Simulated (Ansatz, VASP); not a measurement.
Two plane-wave programs on MnSi

```
CELL_PARAMETERS angstrom
4.51757 0.00000 0.00000
0.00000 4.51757 0.00000
0.00000 0.00000 4.51757
ATOMIC_POSITIONS crystal
Mn 0.13644 0.13644 0.13644
Mn 0.36356 0.86356 0.63644
Mn 0.63644 0.36356 0.86356
Mn 0.86356 0.63644 0.36356
Si 0.84529 0.84529 0.84529
Si 0.65471 0.15471 0.34529
Si 0.34529 0.65471 0.15471
Si 0.15471 0.34529 0.65471
```

Alike in both runs: functional PBE; k mesh 8 × 8 × 8; occupations gaussian, width 0.1 eV; collinear spin.

Ansatz relaxed the structure, and its values are those at the end. VASP's run is a single point on that final structure, the one shown.

|  | VASP | Ansatz |
| --- | --- | --- |
| version | VASP 6.6.1 | Ansatz 0.2.0 |
| potentials or method | VASP PAW PBE potentials, release 64 (Mn_pv, Si), cutoff 500 eV | scalar-relativistic, plane waves, PAW |
| valence electrons in the cell | 68 | 76 |

|  | VASP | Ansatz | Ansatz less VASP |
| --- | --- | --- | --- |
| gap on the k mesh at the Fermi level (eV) | none | none | - |
| pressure (GPa) | -0.1 | 0.0 | +0.10 |
| rms of the force components (eV/Å) | 0.008 | 0.006 | -0.0018 |
| net moment per atom (μB) | 0.49 | 0.49 | 0.000 |
| size of the moment on the site where the two differ most (μB) | 1.04 | 0.99 | -0.051 |

Site moments also hang on the region over which each program counts them. A gap of «none» marks a metal or a gap that the smearing closes. The functional is the same, so the differences come from potentials, cutoffs and numerics. VASP's potentials hold 68 valence electrons a cell and Ansatz's 76, so a difference there can come from the potentials and not from the codes.
